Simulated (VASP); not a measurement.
# Sn6Ge (P4/mmm) in VASP: further runs

The runs below take Sn6Ge through single point, relaxation of cell and atoms, with PBE.

Everything below comes from runs of VASP 6.6.1. Logs are shortened: lines on timing, memory, paths and dates and some standing lists are left out, and cuts for length are marked.

## 1. The cell of the first run

It takes space group P4/mmm (No. 123, tetragonal). Conventional cell: a = 5.268 Å, b = 5.268 Å, c = 7.220 Å, α = 90.00°, β = 90.00°, γ = 90.00°. Sn (site symmetry 2mm) has 2 Ge at 3.11 Å and 10 Sn at 3.28 to 3.90 Å within 4.1 Å. Within 4.3 Å of Sn (site symmetry 4/mmm) lie 12 Sn at 3.28 to 3.72 Å. Sn (site symmetry 4/mmm) has 12 Sn at 3.28 to 3.72 Å and 2 Ge at 3.61 Å within 4.3 Å. Within 4.1 Å of Ge (site symmetry 4/mmm) lie 10 Sn at 3.11 to 3.61 Å.

## 2. Single point, PBE

INCAR

```
PREC = Accurate
ENCUT = 520
EDIFF = 1E-6
ISMEAR = 0
SIGMA = 0.2
LREAL = F
LASPH = T
NELM = 100
ALGO = Fast
ISIF = 2
LWAVE = F
LCHARG = F
GGA = PE
NBANDS = 58
```

KPOINTS

```
regular mesh
0
Gamma
  3 3 3
```

POSCAR

```
Sn6Ge
1.0
    5.2675905100      0.0000000000      0.0000000000
    0.0000000000      5.2675905100      0.0000000000
    0.0000000000      0.0000000000      7.2202776916
Sn Ge
6 1
Direct
    0.0000000000      0.5000000000      0.7702480887
    0.5000000000      0.0000000000      0.7702480887
    0.0000000000      0.5000000000      0.2297519113
    0.5000000000      0.0000000000      0.2297519113
    0.5000000000      0.5000000000      0.5000000000
    0.0000000000      0.0000000000      0.5000000000
    0.0000000000      0.0000000000      0.0000000000
```

Potentials or basis: VASP PAW PBE potentials, release 64 (Sn_d, Ge_d).

On the command line:

```console
$ cat potpaw_PBE.64/Sn_d/POTCAR potpaw_PBE.64/Ge_d/POTCAR > POTCAR
$ mpirun -np 1 vasp_std > vasp.out
```

OUTCAR:

```text
PREC = Accurate
   ENCUT = 520
   EDIFF = 1E-6
   ISMEAR = 0
   LREAL = F
   LASPH = T
   NELM = 100
   ISIF = 2
   GGA = PE

 ion  position               nearest neighbor table
   1  0.000  0.500  0.770-   7 3.11   7 3.11   5 3.28   6 3.28   6 3.28   5 3.28   3 3.32   2 3.72
                             2 3.72   2 3.72   2 3.72
   2  0.500  0.000  0.770-   7 3.11   7 3.11   5 3.28   5 3.28   6 3.28   6 3.28   4 3.32   1 3.72
                             1 3.72   1 3.72   1 3.72
   3  0.000  0.500  0.230-   7 3.11   7 3.11   5 3.28   6 3.28   6 3.28   5 3.28   1 3.32   4 3.72
                             4 3.72   4 3.72   4 3.72
   4  0.500  0.000  0.230-   7 3.11   7 3.11   5 3.28   5 3.28   6 3.28   6 3.28   2 3.32   3 3.72
                             3 3.72   3 3.72   3 3.72
   5  0.500  0.500  0.500-   1 3.28   2 3.28   3 3.28   4 3.28   2 3.28   4 3.28   1 3.28   3 3.28
                             6 3.72   6 3.72   6 3.72   6 3.72
   6  0.000  0.000  0.500-   1 3.28   2 3.28   3 3.28   4 3.28   1 3.28   3 3.28   2 3.28   4 3.28
                             5 3.72   5 3.72   5 3.72   5 3.72
   7  0.000  0.000  0.000-   1 3.11   2 3.11   3 3.11   4 3.11   1 3.11   3 3.11   2 3.11   4 3.11

  LATTYP: Found a simple tetragonal cell.
 ALAT       =     5.2675905100
 C/A-ratio  =     1.3706983635

  Lattice vectors:

 A1 = (   5.2675905100,   0.0000000000,   0.0000000000)
 A2 = (   0.0000000000,   5.2675905100,   0.0000000000)
 A3 = (   0.0000000000,   0.0000000000,   7.2202776916)

Analysis of symmetry for initial positions (statically):
=====================================================================
 Subroutine PRICEL returns:
 Original cell was already a primitive cell.

 Routine SETGRP: Setting up the symmetry group for a
 simple tetragonal supercell.

 Subroutine GETGRP returns: Found 16 space group operations
 (whereof 16 operations were pure point group operations)
 out of a pool of 16 trial point group operations.

The static configuration has the point symmetry D_4h.

Analysis of symmetry for dynamics (positions and initial velocities):
=====================================================================
 Subroutine PRICEL returns:
 Original cell was already a primitive cell.

 Routine SETGRP: Setting up the symmetry group for a
 simple tetragonal supercell.

 Subroutine GETGRP returns: Found 16 space group operations
 (whereof 16 operations were pure point group operations)
 out of a pool of 16 trial point group operations.

The dynamic configuration has the point symmetry D_4h.

 Subroutine INISYM returns: Found 16 space group operations
 (whereof 16 operations are pure point group operations),
 and found     1 'primitive' translations

----------------------------------------------------------------------------------------

                                     Primitive cell

  volume of cell :     200.3447

  direct lattice vectors                    reciprocal lattice vectors
     5.267590510  0.000000000  0.000000000     0.189840117  0.000000000  0.000000000
     0.000000000  5.267590510  0.000000000     0.000000000  0.189840117  0.000000000
     0.000000000  0.000000000  7.220277692     0.000000000  0.000000000  0.138498828

  length of vectors
     5.267590510  5.267590510  7.220277692     0.189840117  0.189840117  0.138498828

  position of ions in fractional coordinates (direct lattice)
     0.000000000  0.500000000  0.770248089
     0.500000000  0.000000000  0.770248089
     0.000000000  0.500000000  0.229751911
     0.500000000  0.000000000  0.229751911
     0.500000000  0.500000000  0.500000000
     0.000000000  0.000000000  0.500000000
     0.000000000  0.000000000  0.000000000

  ion indices of the primitive-cell ions
   primitive index   ion index
                 1           1
                 2           2
                 3           3
                 4           4
                 5           5
                 6           6
                 7           7

[... 56 lines left out ...]

 val. band max:        6.7843588653   @ k =   0.0000   0.0000   0.3333
 cond. band min:       6.8708703433   @ k =   0.3333   0.0000   0.0000
 fundamental gap:      0.0865114781
 Fermi energy:         6.8449393419

 k-point     1 :       0.0000    0.0000    0.0000
  band No.  band energies     occupation
      1     -17.7934      2.00000
      2     -17.7934      2.00000
      3     -17.7898      2.00000
      4     -17.7889      2.00000
      5     -17.7808      2.00000
      6     -14.6874      2.00000
[... 50 lines left out ...]
     57       9.9600      0.00000
     58      10.8791      0.00000

 k-point     2 :       0.3333    0.0000    0.0000
  band No.  band energies     occupation
      1     -17.7936      2.00000
      2     -17.7934      2.00000
      3     -17.7897      2.00000
      4     -17.7889      2.00000
      5     -17.7808      2.00000
      6     -14.6770      2.00000
[... 50 lines left out ...]
     57       9.6627      0.00000
     58      10.7401      0.00000

 k-point     3 :       0.3333    0.3333    0.0000
  band No.  band energies     occupation
      1     -17.7936      2.00000
      2     -17.7936      2.00000
      3     -17.7896      2.00000
      4     -17.7890      2.00000
      5     -17.7808      2.00000
      6     -14.6789      2.00000
[... 50 lines left out ...]
     57      10.8298      0.00000
     58      11.1348      0.00000

 k-point     4 :       0.0000    0.0000    0.3333
  band No.  band energies     occupation
      1     -17.7934      2.00000
      2     -17.7934      2.00000
      3     -17.7897      2.00000
      4     -17.7889      2.00000
      5     -17.7808      2.00000
      6     -14.6973      2.00000
[... 50 lines left out ...]
     57       9.6130      0.00000
     58       9.8481      0.00000

 k-point     5 :       0.3333    0.0000    0.3333
  band No.  band energies     occupation
      1     -17.7936      2.00000
      2     -17.7934      2.00000
      3     -17.7896      2.00000
      4     -17.7889      2.00000
      5     -17.7808      2.00000
      6     -14.6884      2.00000
[... 50 lines left out ...]
     57      10.4095      0.00000
     58      11.2060      0.00000

 k-point     6 :       0.3333    0.3333    0.3333
  band No.  band energies     occupation
      1     -17.7936      2.00000
      2     -17.7936      2.00000
      3     -17.7896      2.00000
      4     -17.7890      2.00000
      5     -17.7808      2.00000
      6     -14.6850      2.00000
[... 50 lines left out ...]
     57      10.4247      0.00000
     58      10.7964      0.00000

------------------------ aborting loop because EDIFF is reached ----------------------------------------

  FORCE on cell =-STRESS in cart. coord.  units (eV):
  Direction    XX          YY          ZZ          XY          YZ          ZX
  --------------------------------------------------------------------------------------
  -------------------------------------------------------------------------------------
  Total        0.2767061      0.2767061     -0.6312809      0.0000000      0.0000000     -0.0000000
  in kB        2.2128472      2.2128472     -5.0484182      0.0000000      0.0000000     -0.0000000
  external PRESSURE =      -0.2075746 kB  Pullay stress =       0.0000000 kB

 VOLUME and BASIS-vectors are now :
 -----------------------------------------------------------------------------
  energy-cutoff  :      520.00
  volume of cell :      200.34
      direct lattice vectors                 reciprocal lattice vectors
     5.267590510  0.000000000  0.000000000     0.189840117  0.000000000  0.000000000
     0.000000000  5.267590510  0.000000000     0.000000000  0.189840117  0.000000000
     0.000000000  0.000000000  7.220277692     0.000000000  0.000000000  0.138498828

 POSITION                                       TOTAL-FORCE (eV/Angst)
 -----------------------------------------------------------------------------------
      0.00000      2.63380      5.56141         0.000000      0.000000     -0.055063
      2.63380      0.00000      5.56141         0.000000     -0.000000     -0.055063
      0.00000      2.63380      1.65887        -0.000000      0.000000      0.055063
      2.63380      0.00000      1.65887        -0.000000      0.000000      0.055063
      2.63380      2.63380      3.61014        -0.000000      0.000000      0.000000
      0.00000      0.00000      3.61014        -0.000000      0.000000      0.000000
      0.00000      0.00000      0.00000        -0.000000      0.000000      0.000000
 -----------------------------------------------------------------------------------
    total drift:                               -0.000000      0.000000     -0.000000

  FREE ENERGIE OF THE ION-ELECTRON SYSTEM (eV)
  ---------------------------------------------------
  free  energy   TOTEN  =       -26.4048917989 eV

  energy  without entropy=      -26.2992249897  energy(sigma->0) =      -26.35205839
```

Wall time 84 s (1 thread of Intel Xeon 6975P-C (Granite Rapids), shared host); peak memory 0.29 GiB.

What came out:

```
Free energy            : -26.4049 eV
Pressure               : 0.0 GPa
Largest force          : 0.055 eV/Å
Band gap on the k mesh : zero (band 49 reaches 7.04 eV, above the bottom of band 50 at 5.91 eV)
```

Forces in eV/Å, atoms in the order of the input:
```
Sn   0.000  0.000 -0.055
Sn   0.000  0.000 -0.055
Sn   0.000  0.000  0.055
Sn   0.000  0.000  0.055
Sn   0.000  0.000  0.000
Sn   0.000  0.000  0.000
Ge   0.000  0.000  0.000
```

Stress tensor (GPa, compression positive):
```
 0.22  0.00  0.00
 0.00  0.22  0.00
 0.00  0.00 -0.50
```

Levels at points of the mesh, in eV from the Fermi level:
```
           k point  band 47  band 48  band 49  band 50  band 51  band 52
(0.00, 0.00, 0.00)    -1.09    -1.03    -1.03    -0.94     0.67     0.67
```

Caveat: the k points lie up to 0.40 Å⁻¹ apart; spin-orbit coupling is left out, which moves the levels of the heavy elements.

## 3. Single point, PBE

This run uses another cell than the first one, of 52.61 Å³/atom, 1.838 times its volume.

INCAR

```
SYSTEM = Sn6Ge
  ALGO = Fast
  EDIFF = 1E-7
  ENCUT = 520
  GGA = PE
  ISIF = 2
  ISMEAR = 0
  LASPH = .TRUE.
  LCHARG = .FALSE.
  LREAL = .FALSE.
  LWAVE = .FALSE.
  NBANDS = 58
  NELM = 100
  PREC = Accurate
  SIGMA = 0.2
```

KPOINTS

```
k-points
0
G
  3 3 3
  0 0 0
```

POSCAR

```
Sn6Ge
1.0
    8.0100888434      0.0000000000      0.0000000000
    0.0000000000      8.0100888434      0.0000000000
    0.0000000000      0.0000000000      5.7393763196
Sn Ge
6 1
Direct
    0.7388439828      0.7388439828      0.5000000000
    0.2611560172      0.2611560172      0.5000000000
    0.2611560172      0.7388439828      0.5000000000
    0.7388439828      0.2611560172      0.5000000000
    0.5000000000      0.5000000000      0.0000000000
    0.0000000000      0.0000000000      0.5000000000
    0.5000000000      0.5000000000      0.5000000000
```

Potentials or basis: VASP PAW PBE potentials, release 64 (Sn_d, Ge_d).

On the command line:

```console
$ cat potpaw_PBE.64/Sn_d/POTCAR potpaw_PBE.64/Ge_d/POTCAR > POTCAR
$ mpirun -np 1 vasp_std > vasp.out
```

Wall time 2.2 min (1 thread of Intel Xeon 6975P-C (Granite Rapids), shared host); peak memory 0.46 GiB.

It converged, with:

- Free energy: -22.0388 eV
- Pressure: -0.3 GPa
- Largest force: 0.021 eV/Å
- Band gap on the k mesh: zero (band 49 reaches 2.25 eV, above the bottom of band 50 at 1.74 eV)

Forces in eV/Å, atoms in the order of the input:
```
Sn  -0.015 -0.015  0.000
Sn   0.015  0.015  0.000
Sn   0.015 -0.015  0.000
Sn  -0.015  0.015  0.000
Sn   0.000  0.000  0.000
Sn   0.000  0.000  0.000
Ge   0.000  0.000  0.000
```

Stress tensor (GPa, compression positive):
```
-0.46  0.00  0.00
 0.00 -0.46  0.00
 0.00  0.00  0.03
```

Levels at points of the mesh, in eV from the Fermi level:
```csv
k point,band 46,band 47,band 48,band 49,band 50,band 51
"(0.00, 0.00, 0.00)",-1.83,-0.36,0.35,0.35,0.84,0.84
```

Caveat: the k points lie up to 0.36 Å⁻¹ apart; spin-orbit coupling is left out, which moves the levels of the heavy elements.

## 4. Single point, PBE

This run uses another cell than the first one, of 28.31 Å³/atom, 0.989 times its volume.

INCAR

```
ALGO = Fast
EDIFF = 1E-6
ENCUT = 520
GGA = PE
ISIF = 2
ISMEAR = 0
LASPH = True
LCHARG = False
LREAL = False
LWAVE = False
NBANDS = 58
NELM = 80
PREC = Accurate
SIGMA = 0.2
```

KPOINTS

```
k-points
0
Gamma
  4 4 2
```

POSCAR

```
Sn6Ge
1.0
    4.0646910880      0.0000000000      0.0000000000
    0.0000000000      4.0646910880      0.0000000000
    0.0000000000      0.0000000000     11.9933441818
Sn Ge
6 1
Direct
    0.5000000000      0.5000000000      0.3441062839
    0.5000000000      0.5000000000      0.6558937161
    0.0000000000      0.0000000000      0.2329922755
    0.0000000000      0.0000000000      0.7670077245
    0.0000000000      0.0000000000      0.5000000000
    0.5000000000      0.5000000000      0.0000000000
    0.0000000000      0.0000000000      0.0000000000
```

On the command line:

```console
$ cat potpaw_PBE.64/Sn_d/POTCAR potpaw_PBE.64/Ge_d/POTCAR > POTCAR
$ mpirun -np 1 vasp_std > vasp.out
```

Run time: 98 s. Hardware: 1 thread of Intel Xeon 6975P-C (Granite Rapids), shared host; peak memory 0.32 GiB.

Results (log left out):

```
Free energy            : -26.5043 eV
Pressure               : -0.2 GPa
Largest force          : 0.026 eV/Å
Band gap on the k mesh : zero (band 49 reaches 8.39 eV, above the bottom of band 50 at 5.78 eV)
```

Forces in eV/Å, atoms in the order of the input:
```
Sn   0.000  0.000  0.009
Sn   0.000  0.000 -0.009
Sn   0.000  0.000  0.026
Sn   0.000  0.000 -0.026
Sn   0.000  0.000  0.000
Sn   0.000  0.000  0.000
Ge   0.000  0.000  0.000
```

Stress tensor (GPa, compression positive):
```
-0.08  0.00  0.00
 0.00 -0.08  0.00
 0.00  0.00 -0.34
```

Levels at points of the mesh, in eV from the Fermi level:
| k point | band 46 | band 47 | band 48 | band 49 | band 50 | band 51 | band 52 | band 53 |
| --- | --- | --- | --- | --- | --- | --- | --- | --- |
| (0.00, 0.00, 0.00) | -0.93 | -0.93 | -0.56 | -0.37 | -0.37 | 0.54 | 1.78 | 2.12 |
| (0.50, 0.00, 0.00) | 0.22 | 0.46 | 1.09 | 1.32 | 1.41 | 1.50 | 1.52 | 1.74 |
| (0.50, 0.50, 0.00) | -3.90 | -3.45 | -3.45 | -2.58 | -0.70 | -0.59 | -0.59 | -0.15 |
| (0.00, 0.00, 0.50) | -1.19 | -1.19 | -0.77 | -0.05 | -0.05 | 0.86 | 2.04 | 2.04 |
| (0.50, 0.00, 0.50) | -0.67 | -0.29 | 0.26 | 1.18 | 1.45 | 1.51 | 1.67 | 2.15 |
| (0.50, 0.50, 0.50) | -4.28 | -3.04 | -3.04 | -1.24 | -1.10 | -1.02 | -1.02 | -0.57 |

Caveat: the k points lie up to 0.39 Å⁻¹ apart; spin-orbit coupling is left out, which moves the levels of the heavy elements.

## 5. Relaxation of cell and atoms, PBE

This run uses another cell than the first one, of 31.38 Å³/atom, 1.096 times its volume.

INCAR

```
ALGO = Fast
EDIFF = 1E-6
EDIFFG = -0.08
ENCUT = 600
GGA = PE
IBRION = 2
ISIF = 3
ISMEAR = 0
LASPH = T
LCHARG = F
LREAL = F
LWAVE = F
NELM = 60
NSW = 36
PREC = Accurate
SIGMA = 0.2
```

KPOINTS

```
k-points
0
Gamma
  3 3 3
```

POSCAR

```
Sn6Ge
1.0
    6.4308668800      0.0000000000      0.0000000000
    0.0000000000      6.4308668800      0.0000000000
    0.0000000000      0.0000000000      5.3112352300
Sn Ge
6 1
Direct
    0.7666941300      0.7666941300      0.5000000000
    0.2333058700      0.2333058700      0.5000000000
    0.2333058700      0.7666941300      0.5000000000
    0.7666941300      0.2333058700      0.5000000000
    0.5000000000      0.5000000000      0.0000000000
    0.0000000000      0.0000000000      0.5000000000
    0.5000000000      0.5000000000      0.5000000000
```

On the command line:

```console
$ cat potpaw_PBE.64/Sn_d/POTCAR potpaw_PBE.64/Ge_d/POTCAR > POTCAR
$ mpirun -np 1 vasp_std > vasp.out
```

It took 24 min on 1 thread of Intel Xeon 6975P-C (Granite Rapids), shared host; peak memory 0.41 GiB.

It converged, with:

- Free energy: -22.0119 eV
- Relaxed volume: 52.30 Å³/atom
- Relaxed cell: a = 7.947 Å, b = 7.947 Å, c = 5.797 Å, α = 90.00°, β = 90.00°, γ = 90.00°
- Space group after relaxing (to 0.05 Å): P4/mmm (No. 123)
- Energy gained by relaxing: 2430.5 meV/atom
- Ionic steps: 13
- Pressure after relaxing: 0.0 GPa
- Largest force after relaxing: 0.029 eV/Å
- Band gap on the k mesh: zero (band 49 reaches 2.25 eV, above the bottom of band 50 at 1.80 eV)

Forces in eV/Å, atoms in the order of the input:
```
Sn  -0.021 -0.021  0.000
Sn   0.021  0.021  0.000
Sn   0.021 -0.021  0.000
Sn  -0.021  0.021  0.000
Sn   0.000  0.000  0.000
Sn   0.000  0.000  0.000
Ge   0.000  0.000  0.000
```

Stress tensor (GPa, compression positive):
```
 0.10  0.00  0.00
 0.00  0.10  0.00
 0.00  0.00 -0.16
```

Step by step:
```tsv
step	energy change (eV)	largest force (eV/Å)	pressure (GPa)	volume (Å³)
1	0.0000	13.5721	44.56	219.65
2	-10.6683	0.5820	-2.73	597.99
3	-14.0115	0.4644	-1.93	546.87
4	-14.4436	0.2618	-1.85	517.49
5	-16.4243	1.3943	1.76	351.11
6	-16.4084	1.3121	1.32	359.19
7	-16.4195	1.3551	1.55	354.87
8	-16.7307	0.5699	-0.37	379.45
9	-16.7435	0.4165	-0.77	386.06
10	-16.8926	0.3995	-0.53	379.79
11	-16.9746	0.3096	-0.06	371.30
12	-17.0060	0.1154	-0.06	368.38
13	-17.0138	0.0293	0.02	366.13
```

Final structure:
```yaml
crystal:
  lattice:
    - [7.94704, 0.00000, 0.00000]
    - [0.00000, 7.94704, 0.00000]
    - [0.00000, 0.00000, 5.79731]
  atoms:
    - { symbol: Sn, position: [0.73931, 0.73931, 0.50000] }
    - { symbol: Sn, position: [0.26069, 0.26069, 0.50000] }
    - { symbol: Sn, position: [0.26069, 0.73931, 0.50000] }
    - { symbol: Sn, position: [0.73931, 0.26069, 0.50000] }
    - { symbol: Sn, position: [0.50000, 0.50000, 0.00000] }
    - { symbol: Sn, position: [0.00000, 0.00000, 0.50000] }
    - { symbol: Ge, position: [0.50000, 0.50000, 0.50000] }
```

Levels at points of the mesh, in eV from the Fermi level:
| k point | band 45 | band 46 | band 47 | band 48 | band 49 | band 50 | band 51 | band 52 |
| --- | --- | --- | --- | --- | --- | --- | --- | --- |
| (0.00, 0.00, 0.00) | -3.40 | -1.90 | -0.43 | 0.30 | 0.30 | 0.80 | 0.80 | 1.39 |

Caveat: the k points lie up to 0.36 Å⁻¹ apart in the final cell; the volume moved by over 15 % at a fixed basis, so the end points are rough; spin-orbit coupling is left out, which moves the levels of the heavy elements; the relaxation stopped at a loose force limit of 0.08 eV/Å, so its end isn't a converged minimum.

## 6. Overview

```csv
task,cell,k mesh,cutoff (eV),gap on the mesh (eV),pressure (GPa),largest force (eV/Å)
single point,"a = 5.268, b = 5.268, c = 7.220 Å, 7 atoms",3 × 3 × 3,520,none,0.0,0.06
single point,"a = 8.010, b = 8.010, c = 5.739 Å, 7 atoms",3 × 3 × 3,520,none,-0.3,0.02
single point,"a = 4.065, b = 4.065, c = 11.993 Å, 7 atoms",4 × 4 × 2,520,none,-0.2,0.03
relaxation of cell and atoms,"relaxed from a = 6.431, b = 6.431, c = 5.311 Å, 7 atoms",3 × 3 × 3,600,none,0.0,0.03
```

Alike in all rows: level PBE; potentials or basis VASP PAW PBE potentials, release 64 (Sn_d, Ge_d); no spin polarisation; smearing gaussian 0.2 eV.

Caveats: all runs use coarse meshes; spin-orbit coupling is left out, which moves the levels of the heavy elements; the volume moved by over 15 % at a fixed basis, so the end points are rough (some runs); the relaxation stopped at a loose force limit of 0.08 eV/Å, so its end isn't a converged minimum (some runs).

Total energies depend on the potentials used, so only differences within one code and one set of settings carry meaning.
